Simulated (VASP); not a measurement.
# Hf (P6_3/mmc) in VASP: notebook

The runs below take Hf through relaxation of shape and atoms at fixed volume, single point, with r2SCAN, PBE.

Program: VASP 6.6.1. These are calculated values, not measurements. Logs are shortened: lines on timing, memory, paths and dates and some standing lists are left out, and cuts for length are marked.

## (1) The cell of the first run

Symmetry: P6_3/mmc, No. 194, hexagonal system. Conventional cell: a = 3.198 Å, b = 3.198 Å, c = 5.081 Å, α = 90.00°, β = 90.00°, γ = 120.00°. Hf (site symmetry -6m2) has 12 Hf at 3.14 to 3.20 Å within 4.1 Å.

## (2) Relaxation of shape and atoms at fixed volume, r2SCAN

File POSCAR:

```
Hf
1.0
    3.1977630969      0.0000000000      0.0000000000
   -1.5988815485      2.7693440772      0.0000000000
    0.0000000000      0.0000000000      5.0810401010
Hf
2
Direct
    0.3333333333      0.6666666667      0.7500000000
    0.6666666667      0.3333333333      0.2500000000
```

File INCAR.step1:

```
PREC = Accurate ; ENCUT = 600
ISMEAR = 0 ; SIGMA = 0.05
LREAL = F ; LASPH = T
NELM = 60 ; GGA = PE
ALGO = Normal ; EDIFF = 1E-4
LWAVE = T ; LCHARG = F
```

File INCAR.step2:

```
PREC = Accurate ; ENCUT = 600
EDIFF = 1E-7 ; ISMEAR = 0
SIGMA = 0.05 ; LREAL = F
LASPH = T ; NELM = 60
ALGO = Normal ; ISIF = 4
LWAVE = F ; LCHARG = F
METAGGA = R2SCAN ; LMIXTAU = T
IBRION = 2 ; NSW = 60
EDIFFG = -0.02 ; ISTART = 1
```

File KPOINTS:

```
Automatic mesh
0
Gamma
  16 16 8
```

Potentials or basis: VASP PAW PBE potentials, release 64 (Hf_pv).

On the command line:

```bash
> cat potpaw_PBE.64/Hf_pv/POTCAR > POTCAR
> cp INCAR.step1 INCAR
> mpirun -np 1 vasp_std > vasp.out
> cp INCAR.step2 INCAR
> mpirun -np 1 vasp_std > vasp.out
```

OUTCAR:

```text
PREC = Accurate
   ENCUT = 600
   EDIFF = 1E-7
   ISMEAR = 0
   LREAL = F
   LASPH = T
   NELM = 60
   ISIF = 4
   METAGGA = R2SCAN
   IBRION = 2
   NSW = 60
   EDIFFG = -0.02
   ISTART = 1

 ion  position               nearest neighbor table
   1  0.333  0.667  0.750-   2 3.14   2 3.14   2 3.14   2 3.14   2 3.14   2 3.14
   2  0.667  0.333  0.250-   1 3.14   1 3.14   1 3.14   1 3.14   1 3.14   1 3.14

  LATTYP: Found a hexagonal cell.
 ALAT       =     3.1977630969
 C/A-ratio  =     1.5889357488

  Lattice vectors:

 A1 = (   3.1977630969,   0.0000000000,   0.0000000000)
 A2 = (  -1.5988815485,   2.7693440772,   0.0000000000)
 A3 = (   0.0000000000,   0.0000000000,   5.0810401010)

Analysis of symmetry for initial positions (statically):
=====================================================================
 Subroutine PRICEL returns:
 Original cell was already a primitive cell.

 Routine SETGRP: Setting up the symmetry group for a
 hexagonal supercell.

 Subroutine GETGRP returns: Found 24 space group operations
 (whereof 12 operations were pure point group operations)
 out of a pool of 24 trial point group operations.

The static configuration has the point symmetry D_3d.
 The point group associated with its full space group is D_6h.

Analysis of symmetry for dynamics (positions and initial velocities):
=====================================================================
 Subroutine PRICEL returns:
 Original cell was already a primitive cell.

 Routine SETGRP: Setting up the symmetry group for a
 hexagonal supercell.

 Subroutine GETGRP returns: Found 24 space group operations
 (whereof 12 operations were pure point group operations)
 out of a pool of 24 trial point group operations.

The dynamic configuration has the point symmetry D_3d.
 The point group associated with its full space group is D_6h.

 Subroutine INISYM returns: Found 24 space group operations
 (whereof 12 operations are pure point group operations),
 and found     1 'primitive' translations

----------------------------------------------------------------------------------------

                                     Primitive cell

  volume of cell :      44.9962

  direct lattice vectors                    reciprocal lattice vectors
     3.197763097  0.000000000  0.000000000     0.312718600  0.180548168  0.000000000
    -1.598881549  2.769344077  0.000000000     0.000000000  0.361096336  0.000000000
     0.000000000  0.000000000  5.081040101     0.000000000  0.000000000  0.196810098

  length of vectors
     3.197763097  3.197763097  5.081040101     0.361096336  0.361096336  0.196810098

  position of ions in fractional coordinates (direct lattice)
     0.333333333  0.666666667  0.750000000
     0.666666667  0.333333333  0.250000000

  ion indices of the primitive-cell ions
   primitive index   ion index
                 1           1
                 2           2

----------------------------------------------------------------------------------------

 KPOINTS: Automatic mesh

Automatic generation of k-mesh.
 Grid dimensions read from file:
 generate k-points for:   16   16    8

 Generating k-lattice:

  Cartesian coordinates                     Fractional coordinates (reciprocal lattice)
     0.019544913  0.011284261  0.000000000     0.062500000 -0.000000000  0.000000000
     0.000000000  0.022568521  0.000000000     0.000000000  0.062500000  0.000000000
     0.000000000  0.000000000  0.024601262     0.000000000  0.000000000  0.125000000

  Length of vectors
[... 64 lines left out ...]
   TEBEG  =    0.0;   TEEND  =   0.0 temperature during run
   PSTRESS=    0.0 pullay stress
   NELECT =      20.0000    total number of electrons
   NUPDOWN=      -1.0000    fix difference up-down
   EMIN   =  10.00;   EMAX   =-10.00  energy-range for DOS
   EFERMI =   0.00;   METHOD = LEGACY
   ISMEAR =     0;   SIGMA  =   0.05  broadening in eV -4-tet -1-fermi 0-gaus
   EFERMI_NEDOS =   21; number of points for ismear=-14 and -15
   IALGO  =     38    algorithm
   IMIX   =      4    mixing-type and parameters
     AMIX     =   0.40;   BMIX     =  1.00
     AMIX_MAG =   1.60;   BMIX_MAG =  1.00
  volume/ion in A,a.u.               =      22.50       151.82
  Fermi-wavevector in a.u.,A,eV,Ry     =   1.249375  2.360977 21.237857  1.560938
  Thomas-Fermi vector in A             =   2.383419
   LORBIT       =      0    0 simple, 1 ext, 2 COOP (PROOUT), +10 PAW based schemes
   METAGGA = R2SCAN    functional components
   LHFCALC =     F    Hartree Fock is set to
   AEXX    =    0.0000 exact exchange contribution
   IVDW    =     0    specifies the selected vdW correction
   LEPSILON=     F    determine dielectric tensor
   LRPA    =     F    only Hartree local field effects (RPA)
 conjugate gradient relaxation of ions
 non-spin polarized calculation
 Gauss-broadening in eV      SIGMA  =   0.05
  energy-cutoff  :      600.00
  volume of cell :       45.00
 maximum number of plane-waves:      1530
 NGX is ok and might be reduce to    28
   NGX = 13   NGY = 13   NGZ = 21

--------------------------------------- Ionic step        1  -------------------------------------------

 number of electron      20.0000003 magnetization

 Free energy of the ion-electron system (eV)
  ---------------------------------------------------
  ext. energy  EPLUGINS =         0.00000000
  ---------------------------------------------------
  free energy    TOTEN  =       -90.30239353 eV

  energy without entropy =      -90.30092918  energy(sigma->0) =      -90.30166135

------------------------ aborting loop because EDIFF is reached ----------------------------------------

  FORCE on cell =-STRESS in cart. coord.  units (eV):
  Direction    XX          YY          ZZ          XY          YZ          ZX
  --------------------------------------------------------------------------------------
  -------------------------------------------------------------------------------------
  Total       -0.2615960     -0.2615960     -0.5538425      0.0000000      0.0000000     -0.0000000
  in kB       -9.3146370     -9.3146370    -19.7206404      0.0000000      0.0000000     -0.0000000
  external PRESSURE =     -12.7833048 kB  Pullay stress =       0.0000000 kB

 VOLUME and BASIS-vectors are now :
 -----------------------------------------------------------------------------
  energy-cutoff  :      600.00
  volume of cell :       45.00
      direct lattice vectors                 reciprocal lattice vectors
     3.197763097  0.000000000  0.000000000     0.312718600  0.180548168  0.000000000
    -1.598881549  2.769344077  0.000000000     0.000000000  0.361096336  0.000000000
     0.000000000  0.000000000  5.081040101     0.000000000  0.000000000  0.196810098

 POSITION                                       TOTAL-FORCE (eV/Angst)
 -----------------------------------------------------------------------------------
     -0.00000      1.84623      3.81078        -0.000000     -0.000000      0.000000
      1.59888      0.92311      1.27026         0.000000      0.000000      0.000000
 -----------------------------------------------------------------------------------
    total drift:                               -0.000000      0.000000     -0.000000

  FREE ENERGIE OF THE ION-ELECTRON SYSTEM (eV)
  ---------------------------------------------------
  free  energy   TOTEN  =       -90.3023935255 eV

  energy  without entropy=      -90.3009291766  energy(sigma->0) =      -90.30166135

--------------------------------------- Ionic step        2  -------------------------------------------

 number of electron      20.0000002 magnetization

 Free energy of the ion-electron system (eV)
  ---------------------------------------------------
  ext. energy  EPLUGINS =         0.00000000
  ---------------------------------------------------
  free energy    TOTEN  =       -90.30316935 eV

  energy without entropy =      -90.30172364  energy(sigma->0) =      -90.30244650

 E-fermi :   4.8101     XC(G=0): -12.1257

 val. band max:        4.7966615483   @ k =   0.0625   0.0625   0.0000
 cond. band min:       4.8123327901   @ k =   0.1875   0.0000   0.3750
 fundamental gap:      0.0156712418
 Fermi energy:         4.8101191890

 k-point     1 :       0.0000    0.0000    0.0000
  band No.  band energies     occupation
      1     -27.4645      2.00000
      2     -26.7118      2.00000
      3     -26.7118      2.00000
      4     -26.5834      2.00000
      5     -26.5834      2.00000
      6     -26.5825      2.00000
      7      -2.9418      2.00000
      8       0.9712      2.00000
      9       5.1998      0.00000
     10       6.1173      0.00000
     11       6.1173      0.00000
     12       6.4494      0.00000
     13       6.9896      0.00000
     14       6.9896      0.00000
[... 377 lines left out ...]
      1     -27.1594      2.00000
      2     -27.1334      2.00000
      3     -27.0759      2.00000
      4     -26.8817      2.00000
      5     -26.7549      2.00000
      6     -26.7431      2.00000
      7       0.6618      2.00000
      8       2.9083      2.00000
      9       3.0563      2.00000
     10       3.4369      2.00000
     11       5.3344      0.00000
     12       5.9142      0.00000
     13       6.1505      0.00000
     14       8.7928      0.00000

 [... further k-points ...]

------------------------ aborting loop because EDIFF is reached ----------------------------------------

  FORCE on cell =-STRESS in cart. coord.  units (eV):
  Direction    XX          YY          ZZ          XY          YZ          ZX
  --------------------------------------------------------------------------------------
  -------------------------------------------------------------------------------------
  Total       -0.3534823     -0.3534823     -0.3873291      0.0000000     -0.0000000      0.0000000
  in kB      -12.5864263    -12.5864263    -13.7916080      0.0000000     -0.0000000      0.0000000
  external PRESSURE =     -12.9881535 kB  Pullay stress =       0.0000000 kB

 VOLUME and BASIS-vectors are now :
 -----------------------------------------------------------------------------
  energy-cutoff  :      600.00
  volume of cell :       45.00
      direct lattice vectors                 reciprocal lattice vectors
     3.205294896  0.000000000 -0.000000000     0.311983774  0.180123916 -0.000000000
    -1.602647448  2.775866807  0.000000000    -0.000000000  0.360247832  0.000000000
     0.000000000  0.000000000  5.057189308     0.000000000 -0.000000000  0.197738297

 POSITION                                       TOTAL-FORCE (eV/Angst)
 -----------------------------------------------------------------------------------
     -0.00000      1.85058      3.79289        -0.000000      0.000000      0.000000
      1.60265      0.92529      1.26430         0.000000     -0.000000      0.000000
 -----------------------------------------------------------------------------------
    total drift:                               -0.000000      0.000000     -0.000000

  FREE ENERGIE OF THE ION-ELECTRON SYSTEM (eV)
  ---------------------------------------------------
  free  energy   TOTEN  =       -90.3031693482 eV

  energy  without entropy=      -90.3017236430  energy(sigma->0) =      -90.30244650

 reached required accuracy - stopping structural energy minimisation
```

Wall time 11 min (1 thread of Intel Xeon 6975P-C, shared host); peak memory 0.27 GiB.

What came out:

- Free energy: -90.3032 eV
- Energy gained by relaxing: 0.4 meV/atom
- Ionic steps: 2
- Pressure after relaxing: -1.3 GPa
- Band gap on the k mesh: zero (band 10 reaches 6.12 eV, above the bottom of band 11 at 4.38 eV)

Stress tensor (GPa, compression positive):
```
-1.26  0.00  0.00
 0.00 -1.26  0.00
 0.00  0.00 -1.38
```

Step by step:
```tsv
step	energy change (eV)	largest force (eV/Å)	pressure (GPa)	volume (Å³)
1	0.0000	0.0000	-1.28	45.00
2	-0.0008	0.0000	-1.30	45.00
```

Final structure:
```
CELL_PARAMETERS angstrom
3.20529 0.00000 0.00000
-1.60265 2.77587 0.00000
0.00000 0.00000 5.05719
ATOMIC_POSITIONS crystal
Hf 0.33333 0.66667 0.75000
Hf 0.66667 0.33333 0.25000
```

Caveat: the PAW data sets were made with another functional, which shifts forces and pressure a little; spin-orbit coupling is left out, which moves the levels of the heavy elements.

[end of part 1 of 3]
